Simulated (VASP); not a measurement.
Crystal: NbP3.

```
CELL_PARAMETERS angstrom
-1.96549 1.96549 4.39045
1.96549 -1.96549 4.39045
1.96549 1.96549 -4.39045
ATOMIC_POSITIONS crystal
Nb 0.00000 0.00000 0.00000
P 0.50000 0.50000 0.00000
P 0.25000 0.75000 0.50000
P 0.75000 0.25000 0.50000
```

| Item | Value |
| --- | --- |
| Program | VASP 6.6.1 |
| Task | relaxation of cell and atoms |
| Functional | PBE |
| Potentials or basis | VASP PAW PBE potentials, release 64 (Nb_sv, P) |
| Cutoff | 600 eV |
| k mesh | 6 × 6 × 6 |
| Occupations | gaussian, width 0.1 eV |
| Spin | no spin polarisation |

At the start: pressure -14.3 GPa; volume 16.96 Å³/atom.

Question: How do energy, volume and symmetry change on relaxing?

Answer: Over 9 steps the energy falls by 124.6 meV/atom and the volume is 14.80 Å³/atom (-12.8 %); space group I4/mmm (No. 139, to 0.1 Å) before and after.

Step by step:
```
step  energy change (eV)  largest force (eV/Å)  pressure (GPa)  volume (Å³)
   1              0.0000                0.0000          -14.33        67.84
   2             -0.2860                0.0000           14.27        53.99
   3             -0.4876                0.0000            0.22        58.81
   4             -0.4875                0.0000            0.63        58.64
   5             -0.4945                0.0000            0.59        58.78
   6             -0.4981                0.0000            0.54        58.97
   7             -0.4981                0.0000            0.54        58.96
   8             -0.4979                0.0000           -0.63        59.47
   9             -0.4985                0.0000            0.00        59.19
```

Final structure:
```
Nb P
1.0
    -1.84545    1.84545    4.34469
     1.84545   -1.84545    4.34469
     1.84545    1.84545   -4.34469
Nb P
1 3
Direct
  0.00000 0.00000 0.00000
  0.50000 0.50000 0.00000
  0.25000 0.75000 0.50000
  0.75000 0.25000 0.50000
```
